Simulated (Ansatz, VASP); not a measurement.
**TaSi2: VASP beside Ansatz**

Contents of INCAR:

```
ALGO     = Normal         # electronic algorithm
EDIFF    = 1E-7           # SCF threshold, eV
ENCUT    = 520            # plane-wave cutoff, eV
GGA      = PS             # functional
ISIF     = 2              # what is computed and relaxed
ISMEAR   = 0              # smearing method
LASPH    = T              # aspherical terms in the spheres
LCHARG   = F              # write CHGCAR
LREAL    = F              # projectors in reciprocal space
LWAVE    = F              # write WAVECAR
NBANDS   = 38             # bands
NELM     = 60             # most SCF steps
PREC     = Accurate       # precision mode
SIGMA    = 0.15           # smearing width, eV
```

KPOINTS

```
k-points
0
Gamma
  12 12 6
```

The input POSCAR:

```
TaSi2
1.0
    4.7609902391      0.0000000000      0.0000000000
   -2.3804951195      4.1231384942      0.0000000000
    0.0000000000      0.0000000000      6.5561430408
Ta Si
3 6
Direct
    0.5065855456      0.0000000000     -0.0006310211
    0.4934144544      0.4934144544      0.6660356456
    0.0000000000      0.5065855456      0.3327023123
    0.1592827538      0.3185655077     -0.0414276237
    0.8339404377      0.1525059454      0.7121598743
    0.6814344923      0.8407172462      0.2919057096
    0.8474940546      0.6814344923      0.0454932077
    0.1592827538      0.8407172462      0.6252390430
    0.3185655077      0.1660595623      0.3788265410
```

Input for Ansatz:

```yaml
crystal:
  lattice:
    - [4.7609902391, 0.0, 0.0]
    - [-2.3804951195, 4.1231384942, 0.0]
    - [0.0, 0.0, 6.5561430408]
  atoms:
    - { symbol: Ta, position: [0.5065855456, 0.0, -0.0006310211] }
    - { symbol: Ta, position: [0.4934144544, 0.4934144544, 0.6660356456] }
    - { symbol: Ta, position: [0.0, 0.5065855456, 0.3327023123] }
    - { symbol: Si, position: [0.1592827538, 0.3185655077, -0.0414276237] }
    - { symbol: Si, position: [0.8339404377, 0.1525059454, 0.7121598743] }
    - { symbol: Si, position: [0.6814344923, 0.8407172462, 0.2919057096] }
    - { symbol: Si, position: [0.8474940546, 0.6814344923, 0.0454932077] }
    - { symbol: Si, position: [0.1592827538, 0.8407172462, 0.625239043] }
    - { symbol: Si, position: [0.3185655077, 0.1660595623, 0.378826541] }
basis:
  ecutwfc: 420
kpoints:
  mp_grid: { grid: [12, 12, 6] }
hamiltonian:
  xc: pbesol
scf:
  occupations: { method: gaussian, width: 0.15 }
output:
  forces: true
  stress: true
  eigenvalues: true
```

Change from the starting cell: mode 24 (375.6 1/cm) frozen in, largest displacement -0.300 Å.

Alike in both runs: task single point; functional PBEsol; k mesh 12 × 12 × 6; occupations gaussian, width 0.15 eV; no spin polarisation.

|  | VASP | Ansatz |
| --- | --- | --- |
| version | VASP 6.6.1 | Ansatz 0.2.0 |
| potentials or method | VASP PAW PBE potentials, release 64 (Ta_pv, Si), cutoff 520 eV | scalar-relativistic, plane waves, PAW |
| valence electrons in the cell | 57 | 63 |

|  | VASP | Ansatz | Ansatz less VASP |
| --- | --- | --- | --- |
| gap on the k mesh at the Fermi level (eV) | none | none | - |
| pressure (GPa) | 15.6 | 15.2 | -0.38 |
| traceless stress, the component that is largest in VASP (GPa) | 18.05 | 17.97 | -0.084 |
| rms of the force components (eV/Å) | 3.076 | 3.062 | -0.0136 |

VASP's potentials were made for PBE, not for PBEsol. Atom by atom the forces differ by 0.015 eV/Å (rms over components). A gap of «none» marks a metal or a gap that the smearing closes. The functional is the same, so the differences come from potentials, cutoffs and numerics. VASP's potentials hold 57 valence electrons a cell and Ansatz's 63, so a difference there can come from the potentials and not from the codes.

Spin-orbit coupling is off throughout.
